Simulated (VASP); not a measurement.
Here is a VASP 6.6.1 calculation.

File POSCAR:

```
HfO2
1.0
    0.0000000000      2.5575000000      2.5575000000
    2.5575000000      0.0000000000      2.5575000000
    2.5575000000      2.5575000000      0.0000000000
Hf O
1 2
Direct
    0.0391006843     -0.0391006843     -0.0391006843
    0.2500000000      0.2500000000      0.2500000000
    0.7500000000      0.7500000000      0.7500000000
```

Contents of INCAR.step1:

```
SYSTEM = HfO2
PREC = Accurate ; ENCUT = 520
ISMEAR = 0 ; SIGMA = 0.05
LREAL = .False. ; LASPH = .True.
NELM = 100 ; NBANDS = 18
GGA = PE ; ALGO = Normal
EDIFF = 1E-4 ; LWAVE = .True.
LCHARG = .False.
```

INCAR.step2

```
SYSTEM = HfO2
PREC = Accurate ; ENCUT = 520
EDIFF = 1E-6 ; ISMEAR = 0
SIGMA = 0.05 ; LREAL = .False.
LASPH = .True. ; NELM = 100
ALGO = Normal ; ISIF = 2
LWAVE = .False. ; LCHARG = .True.
METAGGA = R2SCAN ; LMIXTAU = .True.
LELF = .True. ; LVHAR = .True.
NBANDS = 18 ; ISTART = 1
```

The input KPOINTS:

```
regular mesh
0
Gamma
  8 8 8
  0 0 0
```

Potentials or basis: VASP PAW PBE potentials, release 64 (Hf_pv, O).

Command:

```console
$ cat potpaw_PBE.64/Hf_pv/POTCAR potpaw_PBE.64/O/POTCAR > POTCAR
$ cp INCAR.step1 INCAR
$ mpirun -np 1 vasp_std > vasp.out
$ cp INCAR.step2 INCAR
$ mpirun -np 1 vasp_std > vasp.out
```

(1) Predict the band gap on the k mesh.

(2) What does it give for the largest force?

(3) What does it give for the pressure?

Answers

(1) 4.24 eV, direct.

(2) 1.032 eV/Å.

(3) -7.9 GPa.

Caveat: the cell differs from its parent crystal (all Hf atoms moved -0.200 Å, as atom 1 along Cartesian [1 0 0]); the PAW data sets were made with another functional, which shifts forces and pressure a little; spin-orbit coupling is left out, which moves the levels of the heavy elements.
